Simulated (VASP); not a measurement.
# SnSe2 (P-3m1) in VASP: single point with LDA

Aim: the single point of SnSe2 with LDA.

Program: VASP 6.6.1. These are calculated values, not measurements. Logs are shortened: lines on timing, memory, paths and dates and some standing lists are left out, and cuts for length are marked.

### Step 1. The cell of the first run

It takes space group P-3m1 (No. 164, trigonal). The conventional cell has a = 3.558 Å, b = 3.558 Å, c = 5.120 Å, α = 90.00°, β = 90.00°, γ = 120.00°. Within 3.4 Å of Sn (site symmetry -3m) lie 6 Se at 2.59 Å. Within 3.4 Å of Se (site symmetry 3m) lie 3 Sn at 2.59 Å and 3 Se at 2.83 Å.

### Step 2. Single point, LDA

The input, INCAR:

```
PREC = Accurate
ENCUT = 520
EDIFF = 1E-6
ISMEAR = 0
SIGMA = 0.05
LREAL = F
LASPH = T
NELM = 80
ALGO = Normal
ISIF = 2
LWAVE = F
LCHARG = F
GGA = CA
NBANDS = 20
```

The input, KPOINTS:

```
Automatic mesh
0
Gamma
  18 18 10
```

The input, POSCAR:

```
SnSe2
1.0
    3.5582654302      0.0000000000      0.0000000000
   -1.7791327151      3.0815482559      0.0000000000
    0.0000000000      0.0000000000      5.1201098147
Sn Se
1 2
Direct
    0.0000000000      0.0000000000      0.0000000000
    0.3333333333      0.6666666667      0.3094934077
    0.6666666667      0.3333333333      0.6905065923
```

Potentials or basis: VASP PAW LDA potentials, release 64 (Sn_d, Se).

The run is started by

```sh
> cat potpaw_LDA.64/Sn_d/POTCAR potpaw_LDA.64/Se/POTCAR > POTCAR
> mpirun -np 1 vasp_std > vasp.out
```

OUTCAR:

```text
PREC = Accurate
   ENCUT = 520
   EDIFF = 1E-6
   ISMEAR = 0
   LREAL = F
   LASPH = T
   NELM = 80
   ISIF = 2
   GGA = CA

 ion  position               nearest neighbor table
   1  0.000  0.000  0.000-   2 2.59   3 2.59   2 2.59   3 2.59   3 2.59   2 2.59
   2  0.333  0.667  0.309-   1 2.59   1 2.59   1 2.59
   3  0.667  0.333  0.691-   1 2.59   1 2.59   1 2.59

  LATTYP: Found a hexagonal cell.
 ALAT       =     3.5582654302
 C/A-ratio  =     1.4389341985

  Lattice vectors:

 A1 = (   3.5582654302,   0.0000000000,   0.0000000000)
 A2 = (  -1.7791327151,   3.0815482559,   0.0000000000)
 A3 = (   0.0000000000,   0.0000000000,   5.1201098147)

Analysis of symmetry for initial positions (statically):
=====================================================================
 Subroutine PRICEL returns:
 Original cell was already a primitive cell.

 Routine SETGRP: Setting up the symmetry group for a
 hexagonal supercell.

 Subroutine GETGRP returns: Found 12 space group operations
 (whereof 12 operations were pure point group operations)
 out of a pool of 24 trial point group operations.

The static configuration has the point symmetry D_3d.

Analysis of symmetry for dynamics (positions and initial velocities):
=====================================================================
 Subroutine PRICEL returns:
 Original cell was already a primitive cell.

 Routine SETGRP: Setting up the symmetry group for a
 hexagonal supercell.

 Subroutine GETGRP returns: Found 12 space group operations
 (whereof 12 operations were pure point group operations)
 out of a pool of 24 trial point group operations.

The dynamic configuration has the point symmetry D_3d.

 Subroutine INISYM returns: Found 12 space group operations
 (whereof 12 operations are pure point group operations),
 and found     1 'primitive' translations

----------------------------------------------------------------------------------------

                                     Primitive cell

  volume of cell :      56.1418

  direct lattice vectors                    reciprocal lattice vectors
     3.558265430  0.000000000  0.000000000     0.281035808  0.162256099  0.000000000
    -1.779132715  3.081548256  0.000000000     0.000000000  0.324512199  0.000000000
     0.000000000  0.000000000  5.120109815     0.000000000  0.000000000  0.195308311

  length of vectors
     3.558265430  3.558265430  5.120109815     0.324512199  0.324512199  0.195308311

  position of ions in fractional coordinates (direct lattice)
     0.000000000  0.000000000  0.000000000
     0.333333333  0.666666667  0.309493408
     0.666666667  0.333333333  0.690506592

  ion indices of the primitive-cell ions
   primitive index   ion index
                 1           1
                 2           2
                 3           3

----------------------------------------------------------------------------------------

 KPOINTS: Automatic mesh

Automatic generation of k-mesh.
 Grid dimensions read from file:
 generate k-points for:   18   18   10

 Generating k-lattice:

  Cartesian coordinates                     Fractional coordinates (reciprocal lattice)
     0.015613100  0.009014228  0.000000000     0.055555556 -0.000000000  0.000000000
     0.000000000  0.018028455  0.000000000     0.000000000  0.055555556  0.000000000
     0.000000000  0.000000000  0.019530831     0.000000000  0.000000000  0.100000000

  Length of vectors
     0.018028455  0.018028455  0.019530831

  Shift w.r.t. Gamma in fractional coordinates (k-lattice)
     0.000000000  0.000000000  0.000000000

 Subroutine IBZKPT returns following result:
 ===========================================

 Found    330 irreducible k-points:

 Following reciprocal coordinates:
            Coordinates               Weight
  0.000000  0.000000  0.000000      1.000000
  0.055556 -0.000000  0.000000      6.000000
  0.111111 -0.000000  0.000000      6.000000
  0.166667 -0.000000  0.000000      6.000000
  0.222222 -0.000000  0.000000      6.000000
  0.277778 -0.000000  0.000000      6.000000
[... 16 lines left out ...]
  0.333333  0.111111  0.000000     12.000000
  0.388889  0.111111  0.000000     12.000000
 [... further k-points ...]
   k-points           NKPTS =    330   k-points in BZ     NKDIM =    330   number of bands    NBANDS=     20
   number of dos      NEDOS =    301   number of ions     NIONS =      3
   total plane-waves  NPLWV =  31360
   dimension x,y,z NGX =    28 NGY =   28 NGZ =   40
   dimension x,y,z NGXF=    56 NGYF=   56 NGZF=   80
   ions per type =               1   2
   NGX,Y,Z   is equivalent  to a cutoff of  13.08, 13.08, 12.99 a.u.
   NGXF,Y,Z  is equivalent  to a cutoff of  26.16, 26.16, 25.98 a.u.
 SYSTEM =  unknown system
   PREC   = accura    normal or accurate (medium, high low for compatibility)
   ISTART =      0    job   : 0-new  1-cont  2-samecut
   ICHARG =      2    charge: 1-file 2-atom 10-const
   ISPIN  =      1    spin polarized calculation?
   LNONCOLLINEAR =      F non collinear calculations
   LSORBIT =      F    spin-orbit coupling
   LASPH  =      T    aspherical Exc in radial PAW
   ENCUT  =  520.0 eV  38.22 Ry    6.18 a.u.   6.62  6.62  9.52*2*pi/ulx,y,z
   NELM   =     80;   NELMIN=  2; NELMDL= -5     # of ELM steps
   EDIFF  = 0.1E-05   stopping-criterion for ELM
   LREAL  =      F    real-space projection
   EDIFFG = 0.1E-04   stopping-criterion for IOM
   NSW    =      0    number of steps for IOM
   IBRION =     -1    ionic relax: 0-MD 1-quasi-New 2-CG
   NFREE  =      0    steps in history (QN), initial steepest desc. (CG)
   ISIF   =      2    stress and relaxation
   ISYM   =      2    0-nonsym 1-usesym 2-fastsym
   POTIM  = 0.5000    time-step for ionic-motion
   TEBEG  =    0.0;   TEEND  =   0.0 temperature during run
   PSTRESS=    0.0 pullay stress
   NELECT =      26.0000    total number of electrons
   NUPDOWN=      -1.0000    fix difference up-down
   EMIN   =  10.00;   EMAX   =-10.00  energy-range for DOS
   EFERMI =   0.00;   METHOD = LEGACY
   ISMEAR =     0;   SIGMA  =   0.05  broadening in eV -4-tet -1-fermi 0-gaus
   EFERMI_NEDOS =   21; number of points for ismear=-14 and -15
   IALGO  =     38    algorithm
   IMIX   =      4    mixing-type and parameters
     AMIX     =   0.40;   BMIX     =  1.00
     AMIX_MAG =   1.60;   BMIX_MAG =  1.00
  volume/ion in A,a.u.               =      18.71       126.29
  Fermi-wavevector in a.u.,A,eV,Ry     =   1.266593  2.393514 21.827253  1.604258
  Thomas-Fermi vector in A             =   2.399786
   LORBIT       =      0    0 simple, 1 ext, 2 COOP (PROOUT), +10 PAW based schemes
   GGA     = CA    functional components
   LHFCALC =     F    Hartree Fock is set to
   AEXX    =    0.0000 exact exchange contribution
   IVDW    =     0    specifies the selected vdW correction
   LEPSILON=     F    determine dielectric tensor
   LRPA    =     F    only Hartree local field effects (RPA)
 non-spin polarized calculation
 Gauss-broadening in eV      SIGMA  =   0.05
  energy-cutoff  :      520.00
  volume of cell :       56.14
 maximum number of plane-waves:      1543
 NGX is ok and might be reduce to    28
   NGX = 13   NGY = 13   NGZ = 19

 number of electron      25.9999999 magnetization

 Free energy of the ion-electron system (eV)
  ---------------------------------------------------
  ext. energy  EPLUGINS =         0.00000000
  ---------------------------------------------------
  free energy    TOTEN  =       -12.80852738 eV

  energy without entropy =      -12.80749855  energy(sigma->0) =      -12.80801296

 E-fermi :   8.9368     XC(G=0): -11.4226

 val. band max:        8.9289369144   @ k =  -0.0556   0.3889   0.4000
 cond. band min:       8.9485665270   @ k =   0.1667   0.1111   0.2000
 fundamental gap:      0.0196296126
 Fermi energy:         8.9367881806

 k-point     1 :       0.0000    0.0000    0.0000
  band No.  band energies     occupation
      1     -13.0600      2.00000
      2     -13.0600      2.00000
      3     -13.0004      2.00000
      4     -12.9633      2.00000
      5     -12.9633      2.00000
      6      -7.8271      2.00000
[... 12 lines left out ...]
     19      17.8496      0.00000
     20      18.0599      0.00000

 k-point     2 :       0.0556   -0.0000    0.0000
  band No.  band energies     occupation
      1     -13.0628      2.00000
      2     -13.0575      2.00000
      3     -12.9985      2.00000
      4     -12.9653      2.00000
      5     -12.9631      2.00000
      6      -7.7867      2.00000
[... 12 lines left out ...]
     19      16.8869      0.00000
     20      17.6340      0.00000

 k-point     3 :       0.1111   -0.0000    0.0000
  band No.  band energies     occupation
      1     -13.0716      2.00000
      2     -13.0507      2.00000
      3     -12.9932      2.00000
      4     -12.9704      2.00000
      5     -12.9621      2.00000
      6      -7.6657      2.00000
[... 12 lines left out ...]
     19      16.1684      0.00000
     20      17.2742      0.00000

 k-point     4 :       0.1667   -0.0000    0.0000
  band No.  band energies     occupation
      1     -13.0862      2.00000
      2     -13.0414      2.00000
      3     -12.9876      2.00000
      4     -12.9745      2.00000
      5     -12.9596      2.00000
      6      -7.4659      2.00000
[... 12 lines left out ...]
     19      15.9849      0.00000
     20      17.2381      0.00000

 k-point     5 :       0.2222   -0.0000    0.0000
  band No.  band energies     occupation
      1     -13.1052      2.00000
      2     -13.0321      2.00000
      3     -12.9917      2.00000
      4     -12.9674      2.00000
      5     -12.9543      2.00000
      6      -7.1912      2.00000
[... 12 lines left out ...]
     19      16.2759      0.00000
     20      17.5616      0.00000

 k-point     6 :       0.2778   -0.0000    0.0000
  band No.  band energies     occupation
      1     -13.1263      2.00000
      2     -13.0252      2.00000
      3     -12.9997      2.00000
      4     -12.9553      2.00000
      5     -12.9455      2.00000
      6      -6.8487      2.00000
[... 12 lines left out ...]
     19      16.9810      0.00000
     20      18.2089      0.00000

 k-point     7 :       0.3333   -0.0000    0.0000
  band No.  band energies     occupation
      1     -13.1465      2.00000
      2     -13.0215      2.00000
      3     -13.0072      2.00000
      4     -12.9435      2.00000
      5     -12.9345      2.00000
      6      -6.4520      2.00000
[... 12 lines left out ...]
     19      17.9414      0.00000
     20      19.1074      0.00000
[... 277 lines left out ...]
 k-point    20 :       0.1667    0.1111    0.0000
  band No.  band energies     occupation
      1     -13.1059      2.00000
      2     -13.0368      2.00000
      3     -12.9876      2.00000
      4     -12.9735      2.00000
      5     -12.9476      2.00000
      6      -7.0744      2.00000
[... 12 lines left out ...]
     19      15.0548      0.00000
     20      18.8002      0.00000

 k-point    21 :       0.2222    0.1111    0.0000
  band No.  band energies     occupation
      1     -13.1231      2.00000
      2     -13.0334      2.00000
      3     -12.9945      2.00000
      4     -12.9646      2.00000
      5     -12.9372      2.00000
      6      -6.7345      2.00000
[... 12 lines left out ...]
     19      15.6532      0.00000
     20      19.6499      0.00000

 k-point    22 :       0.2778    0.1111    0.0000
  band No.  band energies     occupation
      1     -13.1398      2.00000
      2     -13.0318      2.00000
      3     -13.0008      2.00000
      4     -12.9538      2.00000
      5     -12.9278      2.00000
      6      -6.3408      2.00000
[... 12 lines left out ...]
     19      16.5425      0.00000
     20      20.3758      0.00000

 k-point    23 :       0.3333    0.1111    0.0000
  band No.  band energies     occupation
      1     -13.1537      2.00000
      2     -13.0315      2.00000
      3     -13.0058      2.00000
      4     -12.9422      2.00000
      5     -12.9217      2.00000
      6      -5.9196      2.00000
[... 12 lines left out ...]
     19      17.5961      0.00000
     20      20.8705      0.00000

 k-point    24 :       0.3889    0.1111    0.0000
  band No.  band energies     occupation
      1     -13.1629      2.00000
      2     -13.0317      2.00000
      3     -13.0091      2.00000
      4     -12.9318      2.00000
      5     -12.9199      2.00000
      6      -5.5323      2.00000
[... 12 lines left out ...]
     19      18.7145      0.00000
     20      21.2382      0.00000

 [... further k-points ...]

------------------------ aborting loop because EDIFF is reached ----------------------------------------

  FORCE on cell =-STRESS in cart. coord.  units (eV):
  Direction    XX          YY          ZZ          XY          YZ          ZX
  --------------------------------------------------------------------------------------
  -------------------------------------------------------------------------------------
  Total        8.9252188      8.9252188      8.9658362     -0.0000000     -0.0000000      0.0000000
  in kB      254.7081638    254.7081638    255.8673046     -0.0000000     -0.0000000      0.0000000
  external PRESSURE =     255.0945441 kB  Pullay stress =       0.0000000 kB

 VOLUME and BASIS-vectors are now :
 -----------------------------------------------------------------------------
  energy-cutoff  :      520.00
  volume of cell :       56.14
      direct lattice vectors                 reciprocal lattice vectors
     3.558265430  0.000000000  0.000000000     0.281035808  0.162256099  0.000000000
    -1.779132715  3.081548256  0.000000000     0.000000000  0.324512199  0.000000000
     0.000000000  0.000000000  5.120109815     0.000000000  0.000000000  0.195308311

 POSITION                                       TOTAL-FORCE (eV/Angst)
 -----------------------------------------------------------------------------------
      0.00000      0.00000      0.00000        -0.000000      0.000000      0.000000
     -0.00000      2.05437      1.58464         0.000000     -0.000000      0.022476
      1.77913      1.02718      3.53547        -0.000000      0.000000     -0.022476
 -----------------------------------------------------------------------------------
    total drift:                               -0.000000      0.000000     -0.000000

  FREE ENERGIE OF THE ION-ELECTRON SYSTEM (eV)
  ---------------------------------------------------
  free  energy   TOTEN  =       -12.8085273767 eV

  energy  without entropy=      -12.8074985471  energy(sigma->0) =      -12.80801296
```

It took 7.6 min on 1 thread of AMD EPYC 7R13, shared host; peak memory 0.41 GiB.

Results:

```yaml
Free_energy: -12.8085 eV
Pressure: 25.5 GPa
Largest_force: 0.022 eV/Å
Band_gap_on_the_k_mesh: zero (bands 13 and 14 overlap by 1.74 eV)
```

Forces in eV/Å, atoms in the order of the input:
```
Sn   0.000  0.000  0.000
Se   0.000  0.000  0.022
Se   0.000  0.000 -0.022
```

Stress tensor (GPa, compression positive):
```
25.47  0.00  0.00
 0.00 25.47  0.00
 0.00  0.00 25.59
```

Caveat: the cell stands under pressure; spin-orbit coupling is left out, which moves the levels of the heavy elements.
